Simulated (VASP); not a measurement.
# InP (Fm-3m) in VASP: a series of runs

InP is run at these levels: LDA; tasks: single point.

Everything below comes from runs of VASP 6.6.1. Logs are shortened: lines on timing, memory, paths and dates and some standing lists are left out, and cuts for length are marked.

**1. The cell of the first run**

Symmetry: Fm-3m, No. 225, cubic system. The conventional cell has a = 5.383 Å, b = 5.383 Å, c = 5.383 Å, α = 90.00°, β = 90.00°, γ = 90.00°. Within 3.5 Å of In (site symmetry m-3m) lie 6 P at 2.69 Å. P (site symmetry m-3m) has 6 In at 2.69 Å within 3.5 Å.

**2. Single point, LDA (19.50 Å³/atom)**

The input, INCAR:

```
ALGO = Normal
EDIFF = 1E-6
ENCUT = 520
ISIF = 2
ISMEAR = -1
LASPH = True
LCHARG = False
LREAL = False
LWAVE = False
NBANDS = 16
NELM = 60
PREC = Accurate
SIGMA = 0.15
```

The input, KPOINTS:

```
k-points
0
Gamma
  14 14 14
```

The input, POSCAR:

```
InP
1.0
    0.0000000000      2.6914463608      2.6914463608
    2.6914463608      0.0000000000      2.6914463608
    2.6914463608      2.6914463608      0.0000000000
In P
1 1
Direct
    0.0000000000      0.0000000000      0.0000000000
    0.5000000000      0.5000000000      0.5000000000
```

Potentials or basis: VASP PAW LDA potentials, release 64 (In_d, P).

Run with:

```console
cat potpaw_LDA.64/In_d/POTCAR potpaw_LDA.64/P/POTCAR > POTCAR
mpirun -np 1 vasp_std > vasp.out
```

OUTCAR:

```text
EDIFF = 1E-6
   ENCUT = 520
   ISIF = 2
   ISMEAR = -1
   LASPH = True
   LREAL = False
   NELM = 60
   PREC = Accurate

 ion  position               nearest neighbor table
   1  0.000  0.000  0.000-   2 2.69   2 2.69   2 2.69   2 2.69   2 2.69   2 2.69
   2  0.500  0.500  0.500-   1 2.69   1 2.69   1 2.69   1 2.69   1 2.69   1 2.69

  LATTYP: Found a face centered cubic cell.
 ALAT       =     5.3828927216

  Lattice vectors:

 A1 = (   0.0000000000,   2.6914463608,   2.6914463608)
 A2 = (   2.6914463608,   0.0000000000,   2.6914463608)
 A3 = (   2.6914463608,   2.6914463608,   0.0000000000)

Analysis of symmetry for initial positions (statically):
=====================================================================
 Subroutine PRICEL returns:
 Original cell was already a primitive cell.

 Routine SETGRP: Setting up the symmetry group for a
 face centered cubic supercell.

 Subroutine GETGRP returns: Found 48 space group operations
 (whereof 48 operations were pure point group operations)
 out of a pool of 48 trial point group operations.

The static configuration has the point symmetry O_h .

Analysis of symmetry for dynamics (positions and initial velocities):
=====================================================================
 Subroutine PRICEL returns:
 Original cell was already a primitive cell.

 Routine SETGRP: Setting up the symmetry group for a
 face centered cubic supercell.

 Subroutine GETGRP returns: Found 48 space group operations
 (whereof 48 operations were pure point group operations)
 out of a pool of 48 trial point group operations.

The dynamic configuration has the point symmetry O_h .

 Subroutine INISYM returns: Found 48 space group operations
 (whereof 48 operations are pure point group operations),
 and found     1 'primitive' translations

----------------------------------------------------------------------------------------

                                     Primitive cell

  volume of cell :      38.9930

  direct lattice vectors                    reciprocal lattice vectors
     0.000000000  2.691446361  2.691446361    -0.185773719  0.185773719  0.185773719
     2.691446361  0.000000000  2.691446361     0.185773719 -0.185773719  0.185773719
     2.691446361  2.691446361  0.000000000     0.185773719  0.185773719 -0.185773719

  length of vectors
     3.806279946  3.806279946  3.806279946     0.321769520  0.321769520  0.321769520

  position of ions in fractional coordinates (direct lattice)
     0.000000000  0.000000000  0.000000000
     0.500000000  0.500000000  0.500000000

  ion indices of the primitive-cell ions
   primitive index   ion index
                 1           1
                 2           2

----------------------------------------------------------------------------------------

 KPOINTS: k-points

Automatic generation of k-mesh.
 Grid dimensions read from file:
 generate k-points for:   14   14   14

 Generating k-lattice:

  Cartesian coordinates                     Fractional coordinates (reciprocal lattice)
    -0.013269551  0.013269551  0.013269551     0.071428571  0.000000000  0.000000000
     0.013269551 -0.013269551  0.013269551     0.000000000  0.071428571  0.000000000
     0.013269551  0.013269551 -0.013269551     0.000000000  0.000000000  0.071428571

  Length of vectors
     0.022983537  0.022983537  0.022983537

  Shift w.r.t. Gamma in fractional coordinates (k-lattice)
     0.000000000  0.000000000  0.000000000

 Subroutine IBZKPT returns following result:
 ===========================================

 Found    104 irreducible k-points:

 Following reciprocal coordinates:
            Coordinates               Weight
  0.000000  0.000000  0.000000      1.000000
  0.071429  0.000000  0.000000      8.000000
  0.142857  0.000000  0.000000      8.000000
  0.214286  0.000000  0.000000      8.000000
  0.285714  0.000000  0.000000      8.000000
  0.357143  0.000000  0.000000      8.000000
[... 16 lines left out ...]
  0.214286  0.142857  0.000000     24.000000
  0.285714  0.142857  0.000000     24.000000
 [... further k-points ...]
   k-points           NKPTS =    104   k-points in BZ     NKDIM =    104   number of bands    NBANDS=     16
   number of dos      NEDOS =    301   number of ions     NIONS =      2
   total plane-waves  NPLWV =  21952
   dimension x,y,z NGX =    28 NGY =   28 NGZ =   28
   dimension x,y,z NGXF=    56 NGYF=   56 NGZF=   56
   ions per type =               1   1
   NGX,Y,Z   is equivalent  to a cutoff of  12.23, 12.23, 12.23 a.u.
   NGXF,Y,Z  is equivalent  to a cutoff of  24.46, 24.46, 24.46 a.u.
 SYSTEM =  unknown system
   PREC   = accura    normal or accurate (medium, high low for compatibility)
   ISTART =      0    job   : 0-new  1-cont  2-samecut
   ICHARG =      2    charge: 1-file 2-atom 10-const
   ISPIN  =      1    spin polarized calculation?
   LNONCOLLINEAR =      F non collinear calculations
   LSORBIT =      F    spin-orbit coupling
   LASPH  =      T    aspherical Exc in radial PAW
   ENCUT  =  520.0 eV  38.22 Ry    6.18 a.u.   7.08  7.08  7.08*2*pi/ulx,y,z
   NELM   =     60;   NELMIN=  2; NELMDL= -5     # of ELM steps
   EDIFF  = 0.1E-05   stopping-criterion for ELM
   LREAL  =      F    real-space projection
   EDIFFG = 0.1E-04   stopping-criterion for IOM
   NSW    =      0    number of steps for IOM
   IBRION =     -1    ionic relax: 0-MD 1-quasi-New 2-CG
   NFREE  =      0    steps in history (QN), initial steepest desc. (CG)
   ISIF   =      2    stress and relaxation
   ISYM   =      2    0-nonsym 1-usesym 2-fastsym
   POTIM  = 0.5000    time-step for ionic-motion
   TEBEG  =    0.0;   TEEND  =   0.0 temperature during run
   PSTRESS=    0.0 pullay stress
   NELECT =      18.0000    total number of electrons
   NUPDOWN=      -1.0000    fix difference up-down
   EMIN   =  10.00;   EMAX   =-10.00  energy-range for DOS
   EFERMI =   0.00;   METHOD = LEGACY
   ISMEAR =    -1;   SIGMA  =   0.15  broadening in eV -4-tet -1-fermi 0-gaus
   EFERMI_NEDOS =   21; number of points for ismear=-14 and -15
   IALGO  =     38    algorithm
   IMIX   =      4    mixing-type and parameters
     AMIX     =   0.40;   BMIX     =  1.00
     AMIX_MAG =   1.60;   BMIX_MAG =  1.00
  volume/ion in A,a.u.               =      19.50       131.57
  Fermi-wavevector in a.u.,A,eV,Ry     =   1.265231  2.390941 21.780347  1.600810
  Thomas-Fermi vector in A             =   2.398495
   LORBIT       =      0    0 simple, 1 ext, 2 COOP (PROOUT), +10 PAW based schemes
   GGA     = CA    functional components
   LHFCALC =     F    Hartree Fock is set to
   AEXX    =    0.0000 exact exchange contribution
   IVDW    =     0    specifies the selected vdW correction
   LEPSILON=     F    determine dielectric tensor
   LRPA    =     F    only Hartree local field effects (RPA)
 non-spin polarized calculation
  energy-cutoff  :      520.00
  volume of cell :       38.99
 maximum number of plane-waves:      1067
   NGX = 15   NGY = 15   NGZ = 15

 number of electron      18.0000005 magnetization

 Free energy of the ion-electron system (eV)
  ---------------------------------------------------
  ext. energy  EPLUGINS =         0.00000000
  ---------------------------------------------------
  free energy    TOTEN  =        -9.35056412 eV

  energy without entropy =       -9.28537529  energy(sigma->0) =       -9.31796971

 E-fermi :   7.9745     XC(G=0): -11.0306

 val. band max:        7.9688617570   @ k =  -0.1429   0.2143   0.0714
 cond. band min:       7.9790004203   @ k =   0.3571   0.0000   0.0000
 fundamental gap:      0.0101386633
 Fermi energy:         7.9744507229

 k-point     1 :       0.0000    0.0000    0.0000
  band No.  band energies     occupation
      1      -6.3408      2.00000
      2      -6.3408      2.00000
      3      -6.3109      2.00000
      4      -6.3109      2.00000
      5      -6.3109      2.00000
      6      -4.7300      2.00000
[... 8 lines left out ...]
     15      16.7710      0.00000
     16      16.7710      0.00000

 k-point     2 :       0.0714    0.0000    0.0000
  band No.  band energies     occupation
      1      -6.3438      2.00000
      2      -6.3438      2.00000
      3      -6.3113      2.00000
      4      -6.3066      2.00000
      5      -6.3066      2.00000
      6      -4.6596      2.00000
[... 8 lines left out ...]
     15      16.1231      0.00000
     16      16.7207      0.00000

 k-point     3 :       0.1429    0.0000    0.0000
  band No.  band energies     occupation
      1      -6.3546      2.00000
      2      -6.3546      2.00000
      3      -6.3131      2.00000
      4      -6.2923      2.00000
      5      -6.2923      2.00000
      6      -4.4494      2.00000
[... 8 lines left out ...]
     15      15.9495      0.00000
     16      16.5041      0.00000

 k-point     4 :       0.2143    0.0000    0.0000
  band No.  band energies     occupation
      1      -6.3717      2.00000
      2      -6.3717      2.00000
      3      -6.3171      2.00000
      4      -6.2700      2.00000
      5      -6.2700      2.00000
      6      -4.1049      2.00000
[... 8 lines left out ...]
     15      16.4418      0.00000
     16      16.4466      0.00000
[... 324 lines left out ...]
 k-point    22 :       0.1429    0.1429    0.0000
  band No.  band energies     occupation
      1      -6.3942      2.00000
      2      -6.3288      2.00000
      3      -6.3254      2.00000
      4      -6.2843      2.00000
      5      -6.2843      2.00000
      6      -4.3388      2.00000
[... 8 lines left out ...]
     15      18.2561      0.00000
     16      18.2561      0.00000

 k-point    23 :       0.2143    0.1429    0.0000
  band No.  band energies     occupation
      1      -6.4255      2.00000
      2      -6.3308      2.00000
      3      -6.3300      2.00000
      4      -6.2714      2.00000
      5      -6.2652      2.00000
      6      -4.0689      2.00000
[... 8 lines left out ...]
     15      17.9899      0.00000
     16      18.4367      0.00000

 k-point    24 :       0.2857    0.1429    0.0000
  band No.  band energies     occupation
      1      -6.4545      2.00000
      2      -6.3439      2.00000
      3      -6.3301      2.00000
      4      -6.2592      2.00000
      5      -6.2395      2.00000
      6      -3.6700      2.00000
[... 8 lines left out ...]
     15      18.2953      0.00000
     16      18.4983      0.00000

 [... further k-points ...]

------------------------ aborting loop because EDIFF is reached ----------------------------------------

  FORCE on cell =-STRESS in cart. coord.  units (eV):
  Direction    XX          YY          ZZ          XY          YZ          ZX
  --------------------------------------------------------------------------------------
  -------------------------------------------------------------------------------------
  Total        0.4772907      0.4772907      0.4772907      0.0000000      0.0000000      0.0000000
  in kB       19.6112998     19.6112998     19.6112998      0.0000000      0.0000000      0.0000000
  external PRESSURE =      19.6112998 kB  Pullay stress =       0.0000000 kB

 VOLUME and BASIS-vectors are now :
 -----------------------------------------------------------------------------
  energy-cutoff  :      520.00
  volume of cell :       38.99
      direct lattice vectors                 reciprocal lattice vectors
     0.000000000  2.691446361  2.691446361    -0.185773719  0.185773719  0.185773719
     2.691446361  0.000000000  2.691446361     0.185773719 -0.185773719  0.185773719
     2.691446361  2.691446361  0.000000000     0.185773719  0.185773719 -0.185773719

 POSITION                                       TOTAL-FORCE (eV/Angst)
 -----------------------------------------------------------------------------------
      0.00000      0.00000      0.00000        -0.000000     -0.000000      0.000000
      2.69145      2.69145      2.69145         0.000000      0.000000     -0.000000
 -----------------------------------------------------------------------------------
    total drift:                               -0.000000      0.000000      0.000000

  FREE ENERGIE OF THE ION-ELECTRON SYSTEM (eV)
  ---------------------------------------------------
  free  energy   TOTEN  =        -9.3505641161 eV

  energy  without entropy=       -9.2853752943  energy(sigma->0) =       -9.31796971
```

Run time: 23 s. Hardware: 1 thread of Intel Xeon 6975P-C (Granite Rapids), shared host; peak memory 0.18 GiB.

What came out:

```yaml
Free_energy: -9.3506 eV
Pressure: 2.0 GPa
Band_gap_on_the_k_mesh: zero (bands 9 and 10 overlap by 2.92 eV)
```

Levels at points of the mesh, in eV from the Fermi level:
```csv
k point,band 6,band 7,band 8,band 9,band 10,band 11,band 12,band 13
"(0.00, 0.00, 0.00)",-12.70,-0.37,-0.37,-0.37,1.06,7.11,7.11,7.11
"(0.50, 0.00, 0.00)",-10.30,-7.20,0.18,0.18,2.42,3.26,3.26,5.71
"(0.50, 0.50, 0.00)",-8.91,-5.55,-2.66,-2.66,-2.58,3.63,10.41,10.41
```

Caveat: spin-orbit coupling is left out, which moves the levels of the heavy elements.

**3. Single point, LDA (20.29 Å³/atom)**

This run uses another cell than the first one, of 20.29 Å³/atom.

The input, INCAR:

```
SYSTEM = InP
ALGO     = Normal         ! electronic algorithm
EDIFF    = 1E-7           ! SCF threshold, eV
ENCUT    = 520            ! plane-wave cutoff, eV
ISIF     = 2              ! what is computed and relaxed
ISMEAR   = -1             ! smearing method
LASPH    = .TRUE.         ! aspherical terms in the spheres
LCHARG   = .FALSE.        ! write CHGCAR
LREAL    = .FALSE.        ! projectors in reciprocal space
LWAVE    = .FALSE.        ! write WAVECAR
NBANDS   = 16             ! bands
NELM     = 80             ! most SCF steps
PREC     = Accurate       ! precision mode
SIGMA    = 0.15           ! smearing width, eV
```

The input, KPOINTS:

```
k-points
0
G
  14 14 14
  0 0 0
```

The input, POSCAR:

```
InP
1.0
    0.0000000000      2.7275774690      2.7275774690
    2.7275774690      0.0000000000      2.7275774690
    2.7275774690      2.7275774690      0.0000000000
In P
1 1
Direct
    0.0000000000      0.0000000000      0.0000000000
    0.5000000000      0.5000000000      0.5000000000
```

Potentials or basis: VASP PAW LDA potentials, release 64 (In_d, P).

Run with:

```console
cat potpaw_LDA.64/In_d/POTCAR potpaw_LDA.64/P/POTCAR > POTCAR
mpirun -np 1 vasp_std > vasp.out
```

OUTCAR:

```text
SYSTEM = InP
   EDIFF = 1E-7
   ENCUT = 520
   ISIF = 2
   ISMEAR = -1
   LASPH = .TRUE.
   LREAL = .FALSE.
   NELM = 80
   PREC = Accurate

 ion  position               nearest neighbor table
   1  0.000  0.000  0.000-   2 2.73   2 2.73   2 2.73   2 2.73   2 2.73   2 2.73
   2  0.500  0.500  0.500-   1 2.73   1 2.73   1 2.73   1 2.73   1 2.73   1 2.73

  LATTYP: Found a face centered cubic cell.
 ALAT       =     5.4551549380

  Lattice vectors:

 A1 = (   0.0000000000,   2.7275774690,   2.7275774690)
 A2 = (   2.7275774690,   0.0000000000,   2.7275774690)
 A3 = (   2.7275774690,   2.7275774690,   0.0000000000)

[... 640 lines left out ...]

  FORCE on cell =-STRESS in cart. coord.  units (eV):
  Direction    XX          YY          ZZ          XY          YZ          ZX
  --------------------------------------------------------------------------------------
  -------------------------------------------------------------------------------------
  Total       -0.4097314     -0.4097314     -0.4097314      0.0000000      0.0000000      0.0000000
  in kB      -16.1751600    -16.1751600    -16.1751600      0.0000000      0.0000000      0.0000000
  external PRESSURE =     -16.1751600 kB  Pullay stress =       0.0000000 kB

 VOLUME and BASIS-vectors are now :
 -----------------------------------------------------------------------------
  energy-cutoff  :      520.00
  volume of cell :       40.58
      direct lattice vectors                 reciprocal lattice vectors
     0.000000000  2.727577469  2.727577469    -0.183312850  0.183312850  0.183312850
     2.727577469  0.000000000  2.727577469     0.183312850 -0.183312850  0.183312850
     2.727577469  2.727577469  0.000000000     0.183312850  0.183312850 -0.183312850

 POSITION                                       TOTAL-FORCE (eV/Angst)
 -----------------------------------------------------------------------------------
      0.00000      0.00000      0.00000         0.000000      0.000000     -0.000000
      2.72758      2.72758      2.72758         0.000000      0.000000      0.000000
 -----------------------------------------------------------------------------------
    total drift:                               -0.000000      0.000000      0.000000

  FREE ENERGIE OF THE ION-ELECTRON SYSTEM (eV)
  ---------------------------------------------------
  free  energy   TOTEN  =        -9.3523479259 eV

  energy  without entropy=       -9.2841948584  energy(sigma->0) =       -9.31827139
```

OSZICAR:

```text
N       E                     dE             d eps       ncg     rms          rms(c)
DAV:   1     0.108809047654E+03    0.10881E+03   -0.84664E+03  3344   0.134E+03
DAV:   2    -0.294109270547E+01   -0.11175E+03   -0.10703E+03  3728   0.310E+02
DAV:   3    -0.949106419682E+01   -0.65500E+01   -0.64679E+01  4416   0.713E+01
DAV:   4    -0.964780148300E+01   -0.15674E+00   -0.15668E+00  4088   0.112E+01
DAV:   5    -0.965523838726E+01   -0.74369E-02   -0.74367E-02  5080   0.220E+00    0.526E+00
DAV:   6    -0.937326935200E+01    0.28197E+00   -0.48174E-01  5088   0.123E+01    0.301E+00
DAV:   7    -0.935602663491E+01    0.17243E-01   -0.67334E-02  5000   0.234E+00    0.119E+00
DAV:   8    -0.935248109746E+01    0.35455E-02   -0.54794E-03  4376   0.961E-01    0.167E-01
DAV:   9    -0.935234707106E+01    0.13403E-03   -0.36768E-04  5256   0.325E-01    0.939E-02
DAV:  10    -0.935234915982E+01   -0.20888E-05   -0.30227E-05  4216   0.447E-02    0.478E-02
DAV:  11    -0.935234818767E+01    0.97215E-06   -0.53865E-06  4512   0.224E-02    0.694E-03
DAV:  12    -0.935234792284E+01    0.26482E-06   -0.11930E-06  4296   0.188E-02    0.495E-03
DAV:  13    -0.935234792592E+01   -0.30752E-08   -0.33624E-08  2536   0.166E-03
   1 F= -.93523479E+01 E0= -.93182714E+01  d E =-.681531E-01
```

stdout:

```text
POSCAR found type information on POSCAR InP
 POSCAR found :  2 types and       2 ions
 scaLAPACK will be used
 LDA part: xc-table for (Slater(with rela. corr.)+CA(PZ))
 , standard interpolation
 POSCAR, INCAR and KPOINTS ok, starting setup
 FFT: planning ... GRIDC
 FFT: planning ... GRID_SOFT
 FFT: planning ... GRID
 WAVECAR not read
 entering main loop
```

Wall time 34 s (1 thread of Intel Xeon 6975P-C (Granite Rapids), shared host); peak memory 0.19 GiB.

Results:

```
Free energy            : -9.3523 eV
Pressure               : -1.6 GPa
Band gap on the k mesh : zero (bands 9 and 10 overlap by 2.84 eV)
```

Caveat: spin-orbit coupling is left out, which moves the levels of the heavy elements.
